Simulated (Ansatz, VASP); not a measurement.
## Ag: VASP beside Ansatz

```
Ag
1.0
     2.90370    0.00000    0.00000
    -1.45185    2.51467    0.00000
     0.00000    0.00000    9.49569
Ag
4
Direct
  0.38388 0.63780 0.10318
  0.15512 0.53460 0.61474
  0.79182 0.41449 0.38367
  0.66917 0.41311 0.89841
```

Change from the starting cell: all atoms moved at random, sigma 0.4 Å a component.

Alike in both runs: task single point; functional r2SCAN; k mesh 12 × 12 × 4; occupations gaussian, width 0.15 eV; no spin polarisation.

|  | VASP | Ansatz |
| --- | --- | --- |
| version | VASP 6.6.1 | Ansatz 0.2.0 |
| potentials or method | VASP PAW PBE potentials, release 64 (Ag), cutoff 520 eV | scalar-relativistic, plane waves, PAW |
| valence electrons in the cell | 44 | 76 |

|  | VASP | Ansatz | Ansatz less VASP |
| --- | --- | --- | --- |
| gap on the k mesh at the Fermi level (eV) | none | none | - |
| pressure (GPa) | 12.0 | 11.8 | -0.24 |
| traceless stress, the component that is largest in VASP (GPa) | 13.25 | 13.16 | -0.090 |
| rms of the force components (eV/Å) | 2.264 | 2.246 | -0.0188 |

VASP's potentials were made for PBE, not for r2SCAN. Atom by atom the forces differ by 0.019 eV/Å (rms over components). A gap of «none» marks a metal or a gap that the smearing closes. VASP's potentials hold 44 valence electrons a cell and Ansatz's 76, so a difference there can come from the potentials and not from the codes.
